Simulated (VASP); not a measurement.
# In (Im-3m) in VASP: further runs

The runs below take In through single point, with RPBE, PBEsol.

Program: VASP 6.6.1. These are calculated values, not measurements. Logs are shortened: lines on timing, memory, paths and dates and some standing lists are left out, and cuts for length are marked.

## (1) The cell of the first run

Symmetry: Im-3m, No. 229, cubic system. The conventional cell has a = 3.765 Å, b = 3.765 Å, c = 3.765 Å, α = 90.00°, β = 90.00°, γ = 90.00°. Within 4.3 Å of In (site symmetry m-3m) lie 14 In at 3.26 to 3.77 Å.

## (2) Single point, RPBE

Contents of INCAR:

```
SYSTEM = In
PREC = Accurate
ENCUT = 520
EDIFF = 1E-7
ISMEAR = 0
SIGMA = 0.1
LREAL = .FALSE.
LASPH = .TRUE.
NELM = 60
ALGO = Normal
ISIF = 2
LWAVE = .FALSE.
LCHARG = .FALSE.
GGA = RP
NBANDS = 12
```

Contents of KPOINTS:

```
regular mesh
0
G
  10 10 10
  0 0 0
```

Contents of POSCAR:

```
In
1.0
   -1.8825252400      1.8825252400      1.8825252400
    1.8825252400     -1.8825252400      1.8825252400
    1.8825252400      1.8825252400     -1.8825252400
In
1
Direct
    0.0000000000      0.0000000000      0.0000000000
```

Potentials or basis: VASP PAW PBE potentials, release 64 (In_d).

Run with:

```
> cat potpaw_PBE.64/In_d/POTCAR > POTCAR
> mpirun -np 1 vasp_std > vasp.out
```

OUTCAR:

```text
SYSTEM = In
   PREC = Accurate
   ENCUT = 520
   EDIFF = 1E-7
   ISMEAR = 0
   LREAL = .FALSE.
   LASPH = .TRUE.
   NELM = 60
   ISIF = 2
   GGA = RP

 ion  position               nearest neighbor table
   1  0.000  0.000  0.000-

  LATTYP: Found a body centered cubic cell.
 ALAT       =     3.7650504800

  Lattice vectors:

 A1 = (  -1.8825252400,   1.8825252400,   1.8825252400)
 A2 = (   1.8825252400,  -1.8825252400,   1.8825252400)
 A3 = (   1.8825252400,   1.8825252400,  -1.8825252400)

Analysis of symmetry for initial positions (statically):
=====================================================================
 Subroutine PRICEL returns:
 Original cell was already a primitive cell.

 Routine SETGRP: Setting up the symmetry group for a
 body centered cubic supercell.

 Subroutine GETGRP returns: Found 48 space group operations
 (whereof 48 operations were pure point group operations)
 out of a pool of 48 trial point group operations.

The static configuration has the point symmetry O_h .

Analysis of symmetry for dynamics (positions and initial velocities):
=====================================================================
 Subroutine PRICEL returns:
 Original cell was already a primitive cell.

 Routine SETGRP: Setting up the symmetry group for a
 body centered cubic supercell.

 Subroutine GETGRP returns: Found 48 space group operations
 (whereof 48 operations were pure point group operations)
 out of a pool of 48 trial point group operations.

The dynamic configuration has the point symmetry O_h .

 Subroutine INISYM returns: Found 48 space group operations
 (whereof 48 operations are pure point group operations),
 and found     1 'primitive' translations

----------------------------------------------------------------------------------------

                                     Primitive cell

  volume of cell :      26.6859

  direct lattice vectors                    reciprocal lattice vectors
    -1.882525240  1.882525240  1.882525240     0.000000000  0.265600689  0.265600689
     1.882525240 -1.882525240  1.882525240     0.265600689  0.000000000  0.265600689
     1.882525240  1.882525240 -1.882525240     0.265600689  0.265600689  0.000000000

  length of vectors
     3.260629362  3.260629362  3.260629362     0.375616096  0.375616096  0.375616096

  position of ions in fractional coordinates (direct lattice)
     0.000000000  0.000000000  0.000000000

  ion indices of the primitive-cell ions
   primitive index   ion index
                 1           1

----------------------------------------------------------------------------------------

 KPOINTS: regular mesh

Automatic generation of k-mesh.
 Grid dimensions read from file:
 generate k-points for:   10   10   10

 Generating k-lattice:

  Cartesian coordinates                     Fractional coordinates (reciprocal lattice)
     0.000000000  0.026560069  0.026560069     0.100000000  0.000000000  0.000000000
     0.026560069  0.000000000  0.026560069     0.000000000  0.100000000  0.000000000
     0.026560069  0.026560069  0.000000000     0.000000000  0.000000000  0.100000000

  Length of vectors
     0.037561610  0.037561610  0.037561610

  Shift w.r.t. Gamma in fractional coordinates (k-lattice)
     0.000000000  0.000000000  0.000000000

 Subroutine IBZKPT returns following result:
 ===========================================

 Found     47 irreducible k-points:

 Following reciprocal coordinates:
            Coordinates               Weight
  0.000000  0.000000  0.000000      1.000000
  0.100000  0.000000  0.000000     12.000000
  0.200000  0.000000  0.000000     12.000000
  0.300000  0.000000  0.000000     12.000000
  0.400000  0.000000  0.000000     12.000000
  0.500000  0.000000  0.000000      6.000000
[... 16 lines left out ...]
  0.300000  0.300000  0.100000      8.000000
 -0.300000  0.300000  0.100000     24.000000
 [... further k-points ...]
   k-points           NKPTS =     47   k-points in BZ     NKDIM =     47   number of bands    NBANDS=     12
   number of dos      NEDOS =    301   number of ions     NIONS =      1
   total plane-waves  NPLWV =  13824
   dimension x,y,z NGX =    24 NGY =   24 NGZ =   24
   dimension x,y,z NGXF=    48 NGYF=   48 NGZF=   48
   ions per type =               1
   NGX,Y,Z   is equivalent  to a cutoff of  12.24, 12.24, 12.24 a.u.
   NGXF,Y,Z  is equivalent  to a cutoff of  24.47, 24.47, 24.47 a.u.
 SYSTEM =  In
   PREC   = accura    normal or accurate (medium, high low for compatibility)
   ISTART =      0    job   : 0-new  1-cont  2-samecut
   ICHARG =      2    charge: 1-file 2-atom 10-const
   ISPIN  =      1    spin polarized calculation?
   LNONCOLLINEAR =      F non collinear calculations
   LSORBIT =      F    spin-orbit coupling
   LASPH  =      T    aspherical Exc in radial PAW
   ENCUT  =  520.0 eV  38.22 Ry    6.18 a.u.   6.06  6.06  6.06*2*pi/ulx,y,z
   NELM   =     60;   NELMIN=  2; NELMDL= -5     # of ELM steps
   EDIFF  = 0.1E-06   stopping-criterion for ELM
   LREAL  =      F    real-space projection
   EDIFFG = 0.1E-05   stopping-criterion for IOM
   NSW    =      0    number of steps for IOM
   IBRION =     -1    ionic relax: 0-MD 1-quasi-New 2-CG
   NFREE  =      0    steps in history (QN), initial steepest desc. (CG)
   ISIF   =      2    stress and relaxation
   ISYM   =      2    0-nonsym 1-usesym 2-fastsym
   POTIM  = 0.5000    time-step for ionic-motion
   TEBEG  =    0.0;   TEEND  =   0.0 temperature during run
   PSTRESS=    0.0 pullay stress
   NELECT =      13.0000    total number of electrons
   NUPDOWN=      -1.0000    fix difference up-down
   EMIN   =  10.00;   EMAX   =-10.00  energy-range for DOS
   EFERMI =   0.00;   METHOD = LEGACY
   ISMEAR =     0;   SIGMA  =   0.10  broadening in eV -4-tet -1-fermi 0-gaus
   EFERMI_NEDOS =   21; number of points for ismear=-14 and -15
   IALGO  =     38    algorithm
   IMIX   =      4    mixing-type and parameters
     AMIX     =   0.40;   BMIX     =  1.00
     AMIX_MAG =   1.60;   BMIX_MAG =  1.00
  volume/ion in A,a.u.               =      26.69       180.09
  Fermi-wavevector in a.u.,A,eV,Ry     =   1.288136  2.434225 22.576080  1.659295
  Thomas-Fermi vector in A             =   2.420108
   LORBIT       =      0    0 simple, 1 ext, 2 COOP (PROOUT), +10 PAW based schemes
   GGA     = RP    functional components
   LHFCALC =     F    Hartree Fock is set to
   AEXX    =    0.0000 exact exchange contribution
   IVDW    =     0    specifies the selected vdW correction
   LEPSILON=     F    determine dielectric tensor
   LRPA    =     F    only Hartree local field effects (RPA)
 non-spin polarized calculation
 Gauss-broadening in eV      SIGMA  =   0.10
  energy-cutoff  :      520.00
  volume of cell :       26.69
 maximum number of plane-waves:       736
   NGX = 13   NGY = 13   NGZ = 13

 number of electron      13.0000005 magnetization

 Free energy of the ion-electron system (eV)
  ---------------------------------------------------
  ext. energy  EPLUGINS =         0.00000000
  ---------------------------------------------------
  free energy    TOTEN  =        -2.17460966 eV

  energy without entropy =       -2.17035324  energy(sigma->0) =       -2.17248145

 E-fermi :   7.3842     XC(G=0): -10.0654

 val. band max:        7.1317462660   @ k =   0.3000   0.2000   0.0000
 cond. band min:       7.3880723069   @ k =   0.3000   0.3000   0.0000
 fundamental gap:      0.2563260409
 Fermi energy:         7.3842125062

 k-point     1 :       0.0000    0.0000    0.0000
  band No.  band energies     occupation
      1      -7.2815      2.00000
      2      -7.2815      2.00000
      3      -7.2815      2.00000
      4      -7.0198      2.00000
      5      -7.0198      2.00000
      6      -1.9568      2.00000
      7      18.4088      0.00000
      8      18.4088      0.00000
      9      18.4088      0.00000
     10      20.3299      0.00000
     11      20.3299      0.00000
     12      20.3299      0.00000

 k-point     2 :       0.1000    0.0000    0.0000
  band No.  band energies     occupation
      1      -7.2916      2.00000
      2      -7.2723      2.00000
      3      -7.2427      2.00000
      4      -7.0303      2.00000
      5      -7.0202      2.00000
      6      -1.7282      2.00000
      7      16.2976      0.00000
      8      17.4176      0.00000
      9      17.8615      0.00000
     10      19.3028      0.00000
     11      19.6045      0.00000
     12      20.2052      0.00000

 k-point     3 :       0.2000    0.0000    0.0000
  band No.  band energies     occupation
      1      -7.3179      2.00000
      2      -7.2592      2.00000
      3      -7.1394      2.00000
      4      -7.0509      2.00000
      5      -7.0211      2.00000
      6      -1.0346      2.00000
      7      12.8186      0.00000
      8      15.8259      0.00000
      9      16.6775      0.00000
     10      18.4738      0.00000
     11      18.6547      0.00000
     12      20.7683      0.00000

 k-point     4 :       0.3000    0.0000    0.0000
  band No.  band energies     occupation
      1      -7.3504      2.00000
      2      -7.2707      2.00000
      3      -7.0548      2.00000
      4      -7.0218      2.00000
      5      -7.0080      2.00000
      6       0.1359      2.00000
      7       9.4983      0.00000
      8      14.4831      0.00000
      9      15.6209      0.00000
     10      17.8858      0.00000
     11      17.9532      0.00000
     12      21.9310      0.00000

 k-point     5 :       0.4000    0.0000    0.0000
  band No.  band energies     occupation
      1      -7.3765      2.00000
      2      -7.3008      2.00000
      3      -7.0415      2.00000
      4      -7.0221      2.00000
      5      -6.8986      2.00000
      6       1.7775      2.00000
      7       6.5359      2.00000
      8      13.6111      0.00000
      9      14.9410      0.00000
     10      17.5349      0.00000
     11      17.5496      0.00000
     12      23.4423      0.00000

 k-point     6 :       0.5000    0.0000    0.0000
  band No.  band energies     occupation
      1      -7.3864      2.00000
      2      -7.3156      2.00000
      3      -7.0338      2.00000
      4      -7.0222      2.00000
      5      -6.8561      2.00000
      6       3.5485      2.00000
      7       4.3209      2.00000
      8      13.3095      0.00000
      9      14.7086      0.00000
     10      17.3965      0.00000
     11      17.4420      0.00000
     12      24.5564      0.00000

 k-point     7 :       0.1000    0.1000    0.0000
  band No.  band energies     occupation
      1      -7.2978      2.00000
      2      -7.2722      2.00000
      3      -7.1717      2.00000
      4      -7.0469      2.00000
      5      -7.0211      2.00000
      6      -1.2668      2.00000
      7      14.3011      0.00000
      8      15.2060      0.00000
      9      16.6596      0.00000
     10      19.4003      0.00000
     11      19.4733      0.00000
     12      20.6535      0.00000

 k-point     8 :       0.2000    0.1000    0.0000
  band No.  band energies     occupation
      1      -7.3232      2.00000
      2      -7.2617      2.00000
      3      -7.0691      2.00000
      4      -7.0596      2.00000
      5      -7.0216      2.00000
      6      -0.3335      2.00000
      7      11.2021      0.00000
      8      13.5410      0.00000
      9      15.4672      0.00000
     10      18.7066      0.00000
     11      19.9905      0.00000
     12      20.7528      0.00000
[... 166 lines left out ...]
 k-point    20 :       0.2000    0.2000    0.1000
  band No.  band energies     occupation
      1      -7.3247      2.00000
      2      -7.2616      2.00000
      3      -7.0371      2.00000
      4      -7.0326      2.00000
      5      -6.9831      2.00000
      6       2.0042      2.00000
      7       8.3317      0.00000
      8       9.7603      0.00000
      9      11.6172      0.00000
     10      22.3837      0.00000
     11      22.6620      0.00000
     12      24.0996      0.00000

 k-point    21 :       0.3000    0.2000    0.1000
  band No.  band energies     occupation
      1      -7.3275      2.00000
      2      -7.2212      2.00000
      3      -7.0422      2.00000
      4      -7.0277      2.00000
      5      -6.9929      2.00000
      6       3.7567      2.00000
      7       6.2862      2.00000
      8       8.7685      0.00000
      9      11.1463      0.00000
     10      22.2249      0.00000
     11      24.0187      0.00000
     12      24.2561      0.00000

 k-point    22 :      -0.2000    0.2000    0.1000
  band No.  band energies     occupation
      1      -7.2785      2.00000
      2      -7.2385      2.00000
      3      -7.1463      2.00000
      4      -7.0833      2.00000
      5      -7.0217      2.00000
      6      -0.8040      2.00000
      7      12.9756      0.00000
      8      14.7988      0.00000
      9      15.5551      0.00000
     10      17.7030      0.00000
     11      19.9425      0.00000
     12      20.2884      0.00000

 k-point    23 :       0.3000    0.3000    0.1000
  band No.  band energies     occupation
      1      -7.3187      2.00000
      2      -7.1268      2.00000
      3      -7.1268      2.00000
      4      -7.0160      2.00000
      5      -7.0160      2.00000
      6       4.8417      2.00000
      7       6.6844      2.00000
      8       6.6844      2.00000
      9      10.8919      0.00000
     10      23.7061      0.00000
     11      23.7061      0.00000
     12      24.3228      0.00000

 k-point    24 :      -0.3000    0.3000    0.1000
  band No.  band energies     occupation
      1      -7.3087      2.00000
      2      -7.2468      2.00000
      3      -7.0876      2.00000
      4      -7.0338      2.00000
      5      -7.0137      2.00000
      6       0.3658      2.00000
      7       9.7000      0.00000
      8      13.5412      0.00000
      9      14.6622      0.00000
     10      18.2877      0.00000
     11      19.1979      0.00000
     12      20.0350      0.00000

 [... further k-points ...]
[... 5 lines left out ...]
  --------------------------------------------------------------------------------------
  -------------------------------------------------------------------------------------
  Total        0.5155909      0.5155909      0.5155909     -0.0000000      0.0000000     -0.0000000
  in kB       30.9551839     30.9551839     30.9551839     -0.0000000      0.0000000     -0.0000000
  external PRESSURE =      30.9551839 kB  Pullay stress =       0.0000000 kB

 VOLUME and BASIS-vectors are now :
 -----------------------------------------------------------------------------
  energy-cutoff  :      520.00
  volume of cell :       26.69
      direct lattice vectors                 reciprocal lattice vectors
    -1.882525240  1.882525240  1.882525240     0.000000000  0.265600689  0.265600689
     1.882525240 -1.882525240  1.882525240     0.265600689  0.000000000  0.265600689
     1.882525240  1.882525240 -1.882525240     0.265600689  0.265600689  0.000000000

 POSITION                                       TOTAL-FORCE (eV/Angst)
 -----------------------------------------------------------------------------------
      0.00000      0.00000      0.00000        -0.000000     -0.000000      0.000000
 -----------------------------------------------------------------------------------
    total drift:                                0.000000     -0.000000      0.000000

  FREE ENERGIE OF THE ION-ELECTRON SYSTEM (eV)
  ---------------------------------------------------
  free  energy   TOTEN  =        -2.1746096637 eV

  energy  without entropy=       -2.1703532378  energy(sigma->0) =       -2.17248145
```

Run time: 14 s. Hardware: 1 thread of AMD EPYC 7R43 (Zen 3), shared host; peak memory 0.1 GiB.

What came out:

```yaml
Free_energy: -2.1746 eV
Pressure: 3.1 GPa
```

Levels at points of the mesh, in eV from the Fermi level:
| k point | band 3 | band 4 | band 5 | band 6 | band 7 | band 8 | band 9 | band 10 |
| --- | --- | --- | --- | --- | --- | --- | --- | --- |
| (0.00, 0.00, 0.00) | -14.67 | -14.40 | -14.40 | -9.34 | 11.02 | 11.02 | 11.02 | 12.95 |
| (0.50, 0.00, 0.00) | -14.42 | -14.41 | -14.24 | -3.84 | -3.06 | 5.93 | 7.32 | 10.01 |
| (0.50, 0.50, 0.50) | -14.28 | -14.28 | -14.28 | 1.02 | 1.33 | 1.33 | 1.33 | 5.24 |

Caveat: the PAW data sets were made with another functional, which shifts forces and pressure a little; spin-orbit coupling is left out, which moves the levels of the heavy elements.

(Continued in part 2 of 2.)
